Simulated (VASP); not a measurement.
Runs of VASP 6.6.1 on ZnSe. The structure is that of space group F-43m (No. 216), or close to it. The cells are those of the table. 

| cell | gap on the mesh (eV) | pressure (GPa) |
| --- | --- | --- |
| a = 4.188, b = 4.103 Å, angles 60.7, 58.7, 60.7°, 2 atoms | 0.81 | -3.5 |
| a = 4.158 Å, angles 60.0°, 2 atoms | 0.86 | -3.5 |
| a = 4.153, b = 4.069 Å, angles 60.7, 58.7, 60.7°, 2 atoms | 0.90 | -2.4 |
| a = 4.017 Å, angles 60.0°, 2 atoms | 1.26 | 1.9 |
| a = 3.942 Å, angles 60.0°, 2 atoms | (b) | 6.0 |
| a = 4.045, b = 3.963 Å, angles 60.7, 58.7, 60.7°, 2 atoms | 1.20 | 1.9 |
| a = 4.124 Å, angles 60.0°, 2 atoms | (a) | -2.4 |
| a = 3.970, b = 3.889 Å, angles 60.7, 58.7, 60.7°, 2 atoms | 1.43 | 6.0 |

Alike in all rows: task single point; level PBE; potentials or basis VASP PAW PBE potentials, release 64 (Zn, Se); no spin polarisation; k mesh 10 × 10 × 10; cutoff (eV) 520; smearing gaussian 0.05 eV.

Estimate the missing entries.

(a) 0.96; (b) 1.49.

A k mesh can miss the band edges, and the runs leave out spin-orbit coupling on Se.
